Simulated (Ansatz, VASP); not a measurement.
# HfGe3 in VASP and in Ansatz

The input INCAR:

```
ALGO = Normal
EDIFF = 1E-7
ENCUT = 520
GGA = PE
ISIF = 2
ISMEAR = 0
LASPH = True
LCHARG = True
LELF = True
LREAL = False
LVHAR = True
LWAVE = False
NBANDS = 34
NELM = 80
PREC = Accurate
SIGMA = 0.05
```

Contents of KPOINTS:

```
k-points
0
Gamma
  8 8 8
```

The input POSCAR:

```
HfGe3
1.0
    4.1893899931      0.0000000000      0.0000000000
    0.0000000000      4.1893899931      0.0000000000
    0.0000000000      0.0000000000      4.1893899931
Hf Ge
1 3
Direct
    0.0000000000      0.0000000000      0.0000000000
    0.0000000000      0.5000000000      0.5000000000
    0.5000000000      0.5000000000      0.0000000000
    0.5000000000      0.0000000000      0.5000000000
```

Input for Ansatz:

```yaml
crystal:
  lattice:
    - [4.1893899931, 0.0, 0.0]
    - [0.0, 4.1893899931, 0.0]
    - [0.0, 0.0, 4.1893899931]
  atoms:
    - { symbol: Hf, position: [0.0, 0.0, 0.0] }
    - { symbol: Ge, position: [0.0, 0.5, 0.5] }
    - { symbol: Ge, position: [0.5, 0.5, 0.0] }
    - { symbol: Ge, position: [0.5, 0.0, 0.5] }
basis:
  ecutwfc: 420
  ecutrho_ratio: 4
kpoints:
  mp_grid: { grid: [8, 8, 8] }
hamiltonian:
  xc: pbe
scf:
  occupations: { method: gaussian, width: 0.05 }
output:
  forces: true
  stress: true
  eigenvalues: true
```

Alike in both runs: task single point; functional PBE; k mesh 8 × 8 × 8; occupations gaussian, width 0.05 eV; no spin polarisation.

|  | VASP | Ansatz |
| --- | --- | --- |
| version | VASP 6.6.1 | Ansatz 0.2.0 |
| potentials or method | VASP PAW PBE potentials, release 64 (Hf_pv, Ge_d), cutoff 520 eV | scalar-relativistic, plane waves, PAW |
| valence electrons in the cell | 52 | 68 |

|  | VASP | Ansatz | Ansatz less VASP |
| --- | --- | --- | --- |
| gap on the k mesh at the Fermi level (eV) | none | none | - |
| pressure (GPa) | -0.3 | 0.0 | +0.30 |

A gap of «none» marks a metal or a gap that the smearing closes. VASP's potentials hold 52 valence electrons a cell and Ansatz's 68, so a difference there can come from the potentials and not from the codes.

Neither program's run includes spin-orbit coupling.
